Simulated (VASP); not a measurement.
# SiO2 (P4_12_12) in VASP: further runs

SiO2 is run at these levels: PBE; tasks: single point, relaxation of the atoms.

Program: VASP 6.6.1. These are calculated values, not measurements. Logs are shortened: lines on timing, memory, paths and dates and some standing lists are left out, and cuts for length are marked.

## 1. The cell of the first run

It takes space group P4_12_12 (No. 92, tetragonal). Conventional cell: a = 4.950 Å, b = 4.950 Å, c = 6.876 Å, α = 90.00°, β = 90.00°, γ = 90.00°. Within 2.2 Å of Si (site symmetry 2) lie 4 O at 1.62 to 1.63 Å. O (site symmetry 1) has 2 Si at 1.62 to 1.63 Å within 2.2 Å.

## 2. Single point, PBE

INCAR

```
SYSTEM = SiO2
ALGO = Normal ; EDIFF = 1E-6
ENCUT = 520 ; GGA = PE
ISIF = 2 ; ISMEAR = -1
LASPH = .True. ; LCHARG = .True.
LELF = .True. ; LREAL = .False.
LVHAR = .True. ; LWAVE = .False.
NBANDS = 44 ; NELM = 80
PREC = Accurate ; SIGMA = 0.02
```

KPOINTS

```
k-points
0
Gamma
  5 5 4
  0 0 0
```

POSCAR

```
SiO2
1.0
    4.9501000000      0.0000000000      0.0000000000
    0.0000000000      4.9501000000      0.0000000000
    0.0000000000      0.0000000000      6.8760000000
Si O
4 8
Direct
    0.3075902747      0.3075902747      0.0000000000
    0.1924097253      0.8075902747      0.2500000000
    0.6924097253      0.6924097253      0.5000000000
    0.8075902747      0.1924097253      0.7500000000
    0.2354650875      0.1212398637      0.1876772699
    0.3787601363      0.7354650875      0.4376772699
    0.7645349125      0.8787601363      0.6876772699
    0.6212398637      0.2645349125      0.9376772699
    0.7354650875      0.3787601363      0.5623227301
    0.8787601363      0.7645349125      0.3123227301
    0.2645349125      0.6212398637      0.0623227301
    0.1212398637      0.2354650875      0.8123227301
```

Potentials or basis: VASP PAW PBE potentials, release 64 (Si, O).

Started as:

```sh
$ cat potpaw_PBE.64/Si/POTCAR potpaw_PBE.64/O/POTCAR > POTCAR
$ mpirun -np 1 vasp_std > vasp.out
```

OUTCAR:

```text
SYSTEM = SiO2
   EDIFF = 1E-6
   ENCUT = 520
   GGA = PE
   ISIF = 2
   ISMEAR = -1
   LASPH = .True.
   LREAL = .False.
   NELM = 80
   PREC = Accurate

 ion  position               nearest neighbor table
   1  0.308  0.308  0.000-   8 1.62  11 1.62   5 1.63  12 1.63   2 3.07   4 3.07   2 3.07   4 3.07

   2  0.192  0.808  0.250-   5 1.62  10 1.62   6 1.63  11 1.63   1 3.07   3 3.07   1 3.07   3 3.07

   3  0.692  0.692  0.500-   6 1.62   9 1.62   7 1.63  10 1.63   2 3.07   4 3.07   4 3.07   2 3.07

   4  0.808  0.192  0.750-   7 1.62  12 1.62   9 1.63   8 1.63   1 3.07   3 3.07   3 3.07   1 3.07

   5  0.235  0.121  0.188-   2 1.62   1 1.63
   6  0.379  0.735  0.438-   3 1.62   2 1.63
   7  0.765  0.879  0.688-   4 1.62   3 1.63
   8  0.621  0.265  0.938-   1 1.62   4 1.63
   9  0.735  0.379  0.562-   3 1.62   4 1.63
  10  0.879  0.765  0.312-   2 1.62   3 1.63
  11  0.265  0.621  0.062-   1 1.62   2 1.63
  12  0.121  0.235  0.812-   4 1.62   1 1.63

  LATTYP: Found a simple tetragonal cell.
 ALAT       =     4.9501000000
 C/A-ratio  =     1.3890628472

  Lattice vectors:

 A1 = (   4.9501000000,   0.0000000000,   0.0000000000)
 A2 = (   0.0000000000,   4.9501000000,   0.0000000000)
 A3 = (   0.0000000000,   0.0000000000,   6.8760000000)

Analysis of symmetry for initial positions (statically):
=====================================================================
 Subroutine PRICEL returns:
 Original cell was already a primitive cell.

 Routine SETGRP: Setting up the symmetry group for a
 simple tetragonal supercell.

 Subroutine GETGRP returns: Found  8 space group operations
 (whereof  2 operations were pure point group operations)
 out of a pool of 16 trial point group operations.

The static configuration has the point symmetry C_2 .
 The point group associated with its full space group is D_4 .

Analysis of symmetry for dynamics (positions and initial velocities):
=====================================================================
 Subroutine PRICEL returns:
 Original cell was already a primitive cell.

 Routine SETGRP: Setting up the symmetry group for a
 simple tetragonal supercell.

 Subroutine GETGRP returns: Found  8 space group operations
 (whereof  2 operations were pure point group operations)
 out of a pool of 16 trial point group operations.

The dynamic configuration has the point symmetry C_2 .
 The point group associated with its full space group is D_4 .

 Subroutine INISYM returns: Found  8 space group operations
 (whereof  2 operations are pure point group operations),
 and found     1 'primitive' translations

----------------------------------------------------------------------------------------

                                     Primitive cell

  volume of cell :     168.4860

  direct lattice vectors                    reciprocal lattice vectors
     4.950100000  0.000000000  0.000000000     0.202016121  0.000000000  0.000000000
     0.000000000  4.950100000  0.000000000     0.000000000  0.202016121  0.000000000
     0.000000000  0.000000000  6.876000000     0.000000000  0.000000000  0.145433392

  length of vectors
     4.950100000  4.950100000  6.876000000     0.202016121  0.202016121  0.145433392

  position of ions in fractional coordinates (direct lattice)
     0.307590275  0.307590275  0.000000000
     0.192409725  0.807590275  0.250000000
     0.692409725  0.692409725  0.500000000
     0.807590275  0.192409725  0.750000000
     0.235465088  0.121239864  0.187677270
     0.378760136  0.735465088  0.437677270
     0.764534912  0.878760136  0.687677270
     0.621239864  0.264534912  0.937677270
     0.735465088  0.378760136  0.562322730
     0.878760136  0.764534912  0.312322730
     0.264534912  0.621239864  0.062322730
     0.121239864  0.235465088  0.812322730

  ion indices of the primitive-cell ions
   primitive index   ion index
                 1           1
                 2           2
                 3           3
                 4           4
                 5           5
                 6           6
                 7           7
                 8           8
                 9           9
                10          10
                11          11
                12          12

----------------------------------------------------------------------------------------

 KPOINTS: k-points

Automatic generation of k-mesh.
 Grid dimensions read from file:
 generate k-points for:    5    5    4

 Generating k-lattice:

  Cartesian coordinates                     Fractional coordinates (reciprocal lattice)
     0.040403224  0.000000000  0.000000000     0.200000000  0.000000000  0.000000000
     0.000000000  0.040403224  0.000000000     0.000000000  0.200000000  0.000000000
     0.000000000  0.000000000  0.036358348     0.000000000  0.000000000  0.250000000

  Length of vectors
     0.040403224  0.040403224  0.036358348

  Shift w.r.t. Gamma in fractional coordinates (k-lattice)
     0.000000000  0.000000000  0.000000000

 Subroutine IBZKPT returns following result:
 ===========================================

 Found     18 irreducible k-points:

 Following reciprocal coordinates:
            Coordinates               Weight
  0.000000  0.000000  0.000000      1.000000
  0.200000  0.000000  0.000000      4.000000
  0.400000  0.000000  0.000000      4.000000
  0.200000  0.200000  0.000000      4.000000
  0.400000  0.200000  0.000000      8.000000
  0.400000  0.400000  0.000000      4.000000
[... 10 lines left out ...]
  0.400000  0.200000  0.500000      8.000000
  0.400000  0.400000  0.500000      4.000000
   k-points           NKPTS =     18   k-points in BZ     NKDIM =     18   number of bands    NBANDS=     44
   number of dos      NEDOS =    301   number of ions     NIONS =     12
   total plane-waves  NPLWV =  86400
   dimension x,y,z NGX =    40 NGY =   40 NGZ =   54
   dimension x,y,z NGXF=    80 NGYF=   80 NGZF=  108
   ions per type =               4   8
   NGX,Y,Z   is equivalent  to a cutoff of  13.43, 13.43, 13.06 a.u.
   NGXF,Y,Z  is equivalent  to a cutoff of  26.87, 26.87, 26.11 a.u.
 SYSTEM =  SiO2
   PREC   = accura    normal or accurate (medium, high low for compatibility)
   ISTART =      0    job   : 0-new  1-cont  2-samecut
   ICHARG =      2    charge: 1-file 2-atom 10-const
   ISPIN  =      1    spin polarized calculation?
   LNONCOLLINEAR =      F non collinear calculations
   LSORBIT =      F    spin-orbit coupling
   LASPH  =      T    aspherical Exc in radial PAW
   ENCUT  =  520.0 eV  38.22 Ry    6.18 a.u.   9.20  9.20 12.78*2*pi/ulx,y,z
   NELM   =     80;   NELMIN=  2; NELMDL= -5     # of ELM steps
   EDIFF  = 0.1E-05   stopping-criterion for ELM
   LREAL  =      F    real-space projection
   EDIFFG = 0.1E-04   stopping-criterion for IOM
   NSW    =      0    number of steps for IOM
   IBRION =     -1    ionic relax: 0-MD 1-quasi-New 2-CG
   NFREE  =      0    steps in history (QN), initial steepest desc. (CG)
   ISIF   =      2    stress and relaxation
   ISYM   =      2    0-nonsym 1-usesym 2-fastsym
   POTIM  = 0.5000    time-step for ionic-motion
   TEBEG  =    0.0;   TEEND  =   0.0 temperature during run
   PSTRESS=    0.0 pullay stress
   NELECT =      64.0000    total number of electrons
   NUPDOWN=      -1.0000    fix difference up-down
   EMIN   =  10.00;   EMAX   =-10.00  energy-range for DOS
   EFERMI =   0.00;   METHOD = LEGACY
   ISMEAR =    -1;   SIGMA  =   0.02  broadening in eV -4-tet -1-fermi 0-gaus
   EFERMI_NEDOS =   21; number of points for ismear=-14 and -15
   IALGO  =     38    algorithm
   IMIX   =      4    mixing-type and parameters
     AMIX     =   0.40;   BMIX     =  1.00
     AMIX_MAG =   1.60;   BMIX_MAG =  1.00
  volume/ion in A,a.u.               =      14.04        94.75
  Fermi-wavevector in a.u.,A,eV,Ry     =   1.185624  2.240504 19.125759  1.405704
  Thomas-Fermi vector in A             =   2.321814
   LORBIT       =      0    0 simple, 1 ext, 2 COOP (PROOUT), +10 PAW based schemes
   GGA     = PE    functional components
   LHFCALC =     F    Hartree Fock is set to
   AEXX    =    0.0000 exact exchange contribution
   IVDW    =     0    specifies the selected vdW correction
   LEPSILON=     F    determine dielectric tensor
   LRPA    =     F    only Hartree local field effects (RPA)
 non-spin polarized calculation
  energy-cutoff  :      520.00
  volume of cell :      168.49
 maximum number of plane-waves:      4552
 NGX is ok and might be reduce to    40
   NGX = 19   NGY = 19   NGZ = 25

 number of electron      63.9999994 magnetization

 Free energy of the ion-electron system (eV)
  ---------------------------------------------------
  ext. energy  EPLUGINS =         0.00000000
  ---------------------------------------------------
  free energy    TOTEN  =       -94.86044585 eV

  energy without entropy =      -94.86044585  energy(sigma->0) =      -94.86044585

 E-fermi :   0.6966     XC(G=0):  -8.5827

 val. band max:        0.2686287993   @ k =   0.0000   0.0000   0.0000
 cond. band min:       5.9146133372   @ k =   0.0000   0.0000   0.0000
 fundamental gap:      5.6459845379
 Fermi energy:         0.6966024485

 k-point     1 :       0.0000    0.0000    0.0000
  band No.  band energies     occupation
      1     -19.1046      2.00000
      2     -18.2069      2.00000
      3     -18.2069      2.00000
      4     -17.0784      2.00000
      5     -17.0091      2.00000
      6     -17.0059      2.00000
[... 36 lines left out ...]
     43      11.6868      0.00000
     44      12.0401      0.00000

 k-point     2 :       0.2000    0.0000    0.0000
  band No.  band energies     occupation
      1     -19.0205      2.00000
      2     -18.2872      2.00000
      3     -18.1093      2.00000
      4     -17.1426      2.00000
      5     -17.0841      2.00000
      6     -17.0353      2.00000
[... 744 lines left out ...]
 k-point    18 :       0.4000    0.4000    0.5000
  band No.  band energies     occupation
      1     -18.3779      2.00000
      2     -18.3779      2.00000
      3     -17.9393      2.00000
      4     -17.9393      2.00000
      5     -17.0869      2.00000
      6     -17.0869      2.00000
[... 36 lines left out ...]
     43      10.8438      0.00000
     44      10.8438      0.00000

------------------------ aborting loop because EDIFF is reached ----------------------------------------

  FORCE on cell =-STRESS in cart. coord.  units (eV):
  Direction    XX          YY          ZZ          XY          YZ          ZX
  --------------------------------------------------------------------------------------
  -------------------------------------------------------------------------------------
  Total        1.9818378      1.9818378      1.4874842      0.0000000      0.0000000      0.0000000
  in kB       18.8458127     18.8458127     14.1448757      0.0000000      0.0000000      0.0000000
  external PRESSURE =      17.2788337 kB  Pullay stress =       0.0000000 kB

 VOLUME and BASIS-vectors are now :
 -----------------------------------------------------------------------------
  energy-cutoff  :      520.00
  volume of cell :      168.49
      direct lattice vectors                 reciprocal lattice vectors
     4.950100000  0.000000000  0.000000000     0.202016121  0.000000000  0.000000000
     0.000000000  4.950100000  0.000000000     0.000000000  0.202016121  0.000000000
     0.000000000  0.000000000  6.876000000     0.000000000  0.000000000  0.145433392

 POSITION                                       TOTAL-FORCE (eV/Angst)
 -----------------------------------------------------------------------------------
      1.52260      1.52260      0.00000         0.015605      0.015605     -0.000000
      0.95245      3.99765      1.71900        -0.015605      0.015605     -0.000000
      3.42750      3.42750      3.43800        -0.015605     -0.015605     -0.000000
      3.99765      0.95245      5.15700         0.015605     -0.015605     -0.000000
      1.16558      0.60015      1.29047         0.011166      0.014411     -0.014190
      1.87490      3.64063      3.00947        -0.014411      0.011166     -0.014190
      3.78452      4.34995      4.72847        -0.011166     -0.014411     -0.014190
      3.07520      1.30947      6.44747         0.014411     -0.011166     -0.014190
      3.64063      1.87490      3.86653         0.011166     -0.014411      0.014190
      4.34995      3.78452      2.14753        -0.014411     -0.011166      0.014190
      1.30947      3.07520      0.42853        -0.011166      0.014411      0.014190
      0.60015      1.16558      5.58553         0.014411      0.011166      0.014190
 -----------------------------------------------------------------------------------
    total drift:                                0.000000     -0.000000     -0.000000

  FREE ENERGIE OF THE ION-ELECTRON SYSTEM (eV)
  ---------------------------------------------------
  free  energy   TOTEN  =       -94.8604458528 eV

  energy  without entropy=      -94.8604458528  energy(sigma->0) =      -94.86044585
```

It took 1.9 min on 1 thread of Intel Xeon Platinum 8259CL at 2.50GHz (Skylake/Cascade Lake), shared host; peak memory 0.31 GiB.

Results:

```
Free energy            : -94.8604 eV
Pressure               : 1.7 GPa
Largest force          : 0.023 eV/Å
Band gap on the k mesh : 5.65 eV
```

Forces in eV/Å, atoms in the order of the input:
```
Si   0.016  0.016  0.000
Si  -0.016  0.016  0.000
Si  -0.016 -0.016  0.000
Si   0.016 -0.016  0.000
O    0.011  0.014 -0.014
O   -0.014  0.011 -0.014
O   -0.011 -0.014 -0.014
O    0.014 -0.011 -0.014
O    0.011 -0.014  0.014
O   -0.014 -0.011  0.014
O   -0.011  0.014  0.014
O    0.014  0.011  0.014
```

Caveat: an odd mesh through Γ misses points on the zone boundary, where band edges can lie.

## 3. Relaxation of the atoms, PBE

INCAR

```
ALGO     = Normal         # electronic algorithm
EDIFF    = 1E-7           # SCF threshold, eV
EDIFFG   = -0.02          # ionic threshold
ENCUT    = 520            # plane-wave cutoff, eV
GGA      = PE             # functional
IBRION   = 2              # ionic algorithm
ISIF     = 2              # what is computed and relaxed
ISMEAR   = -1             # smearing method
LASPH    = True           # aspherical terms in the spheres
LCHARG   = False          # write CHGCAR
LREAL    = False          # projectors in reciprocal space
LWAVE    = False          # write WAVECAR
NELM     = 60             # most SCF steps
NSW      = 80             # ionic steps
PREC     = Accurate       # precision mode
SIGMA    = 0.02           # smearing width, eV
```

KPOINTS

```
k-points
0
Gamma
  5 5 4
```

POSCAR

```
SiO2
1.0
    4.9501000000      0.0000000000      0.0000000000
    0.0000000000      4.9501000000      0.0000000000
    0.0000000000      0.0000000000      6.8760000000
Si O
4 8
Direct
    0.3027000000      0.3027000000      0.0000000000
    0.1973000000      0.8027000000      0.2500000000
    0.6973000000      0.6973000000      0.5000000000
    0.8027000000      0.1973000000      0.7500000000
    0.2388000000      0.1086000000      0.1817000000
    0.3914000000      0.7388000000      0.4317000000
    0.7612000000      0.8914000000      0.6817000000
    0.6086000000      0.2612000000      0.9317000000
    0.7388000000      0.3914000000      0.5683000000
    0.8914000000      0.7612000000      0.3183000000
    0.2612000000      0.6086000000      0.0683000000
    0.1086000000      0.2388000000      0.8183000000
```

Potentials or basis: VASP PAW PBE potentials, release 64 (Si, O).

Started as:

```sh
$ cat potpaw_PBE.64/Si/POTCAR potpaw_PBE.64/O/POTCAR > POTCAR
$ mpirun -np 1 vasp_std > vasp.out
```

It took 35 min on 1 thread of Oxide Virtual Turin-like, shared host; peak memory 0.29 GiB.

Results (log left out):

```yaml
Free_energy: -94.8608 eV
Energy_gained_by_relaxing: 12.1 meV/atom
Ionic_steps: 19
Pressure_after_relaxing: 1.6 GPa
Largest_force_after_relaxing: 0.011 eV/Å
Band_gap_on_the_k_mesh: 5.64 eV
```

Forces in eV/Å, atoms in the order of the input:
```
Si   0.003  0.003  0.000
Si  -0.003  0.003  0.000
Si  -0.003 -0.003  0.000
Si   0.003 -0.003  0.000
O   -0.001  0.006 -0.009
O   -0.006 -0.001 -0.009
O    0.001 -0.006 -0.009
O    0.006  0.001 -0.009
O   -0.001 -0.006  0.009
O   -0.006  0.001  0.009
O    0.001  0.006  0.009
O    0.006 -0.001  0.009
```

Stress tensor (GPa, compression positive):
```
1.76 0.00 0.00
0.00 1.76 0.00
0.00 0.00 1.36
```

The path:
```tsv
step	energy change (eV)	largest force (eV/Å)	pressure (GPa)
1	0.0000	0.5132	8.19
2	-0.0398	0.7967	6.30
3	-0.0432	0.5767	6.69
4	-0.0785	0.4779	5.61
5	-0.1162	0.2582	2.88
6	-0.1215	0.1849	2.84
7	-0.1318	0.2143	2.74
8	-0.1277	0.4772	2.52
9	-0.1342	0.2821	2.66
10	-0.1373	0.2183	2.61
11	-0.1420	0.0714	2.47
12	-0.1420	0.0738	2.45
13	-0.1424	0.0695	2.40
14	-0.1432	0.0566	2.26
15	-0.1444	0.0313	1.97
16	-0.1445	0.0387	1.39
17	-0.1448	0.0287	1.64
18	-0.1448	0.0271	1.62
19	-0.1448	0.0108	1.63
```

Final structure:
```yaml
crystal:
  lattice:
    - [4.95010, 0.00000, 0.00000]
    - [0.00000, 4.95010, 0.00000]
    - [0.00000, 0.00000, 6.87600]
  atoms:
    - { symbol: Si, position: [0.30802, 0.30802, 0.00000] }
    - { symbol: Si, position: [0.19198, 0.80802, 0.25000] }
    - { symbol: Si, position: [0.69198, 0.69198, 0.50000] }
    - { symbol: Si, position: [0.80802, 0.19198, 0.75000] }
    - { symbol: O, position: [0.23572, 0.12161, 0.18769] }
    - { symbol: O, position: [0.37839, 0.73572, 0.43769] }
    - { symbol: O, position: [0.76428, 0.87839, 0.68769] }
    - { symbol: O, position: [0.62161, 0.26428, 0.93769] }
    - { symbol: O, position: [0.73572, 0.37839, 0.56231] }
    - { symbol: O, position: [0.87839, 0.76428, 0.31231] }
    - { symbol: O, position: [0.26428, 0.62161, 0.06231] }
    - { symbol: O, position: [0.12161, 0.23572, 0.81231] }
```

Levels at points of the mesh, in eV from the valence-band top:
```tsv
k point	band 28	band 29	band 30	band 31	band 32	band 33	band 34	band 35	band 36	band 37
(0.00, 0.00, 0.00)	-1.24	-0.69	-0.37	-0.37	0.00	5.64	8.77	8.77	9.26	9.26
(0.00, 0.00, 0.50)	-0.93	-0.58	-0.58	-0.37	-0.37	6.94	6.94	9.27	9.27	9.72
```

Caveat: an odd mesh through Γ misses points on the zone boundary, where band edges can lie.
